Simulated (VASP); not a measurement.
Here is a VASP 6.6.1 calculation.

Contents of INCAR:

```
SYSTEM = Mo
PREC     = Accurate       ! precision mode
ENCUT    = 520            ! plane-wave cutoff, eV
EDIFF    = 1E-6           ! SCF threshold, eV
ISMEAR   = -1             ! smearing method
SIGMA    = 0.05           ! smearing width, eV
LREAL    = .FALSE.        ! projectors in reciprocal space
LASPH    = .TRUE.         ! aspherical terms in the spheres
NELM     = 100            ! most SCF steps
ALGO     = Normal         ! electronic algorithm
ISIF     = 2              ! what is computed and relaxed
LWAVE    = .FALSE.        ! write WAVECAR
LCHARG   = .FALSE.        ! write CHGCAR
GGA      = PE             ! functional
NBANDS   = 21             ! bands
```

The input KPOINTS:

```
regular mesh
0
G
  14 14 14
  0 0 0
```

Contents of POSCAR:

```
Mo
1.0
    0.0000000000      2.4632595088      2.4632595088
    2.4632595088      0.0000000000      2.4632595088
    2.4632595088      2.4632595088      0.0000000000
Mo
2
Direct
   -0.1250000000     -0.1250000000     -0.1250000000
    0.1250000000      0.1250000000      0.1250000000
```

Potentials or basis: VASP PAW PBE potentials, release 64 (Mo_sv).

The run is started by

```console
$ cat potpaw_PBE.64/Mo_sv/POTCAR > POTCAR
$ mpirun -np 1 vasp_std > vasp.out
```

Question: Predict the band gap on the k mesh.

Answer: Zero (bands 14 and 15 overlap by 0.91 eV).

Question: Predict the pressure.

Answer: 115.8 GPa.

Caveat: the cell stands under pressure.
